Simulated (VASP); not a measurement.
Input of a VASP 6.6.1 run:

File INCAR:

```
SYSTEM = Rh
ALGO = Normal
EDIFF = 1E-6
ENCUT = 520
GGA = PE
ISIF = 2
ISMEAR = -1
LASPH = .True.
LCHARG = .False.
LREAL = .False.
LWAVE = .False.
NBANDS = 14
NELM = 80
PREC = Accurate
SIGMA = 0.08
```

File KPOINTS:

```
k-points
0
Gamma
  16 16 16
  0 0 0
```

Contents of POSCAR:

```
Rh
1.0
    0.0000000000      1.8825345000      1.9015500000
    1.8825345000      0.0000000000      1.9015500000
    1.8825345000      1.8825345000      0.0000000000
Rh
1
Direct
    0.0000000000      0.0000000000      0.0000000000
```

Potentials or basis: VASP PAW PBE potentials, release 64 (Rh_pv).

Launch:

```console
$ cat potpaw_PBE.64/Rh_pv/POTCAR > POTCAR
$ mpirun -np 1 vasp_std > vasp.out
```

(1) Estimate the pressure.

Results:

(1) 12.1 GPa.

Caveat: the cell differs from its parent crystal (equal xx and yy strain of -1 %).
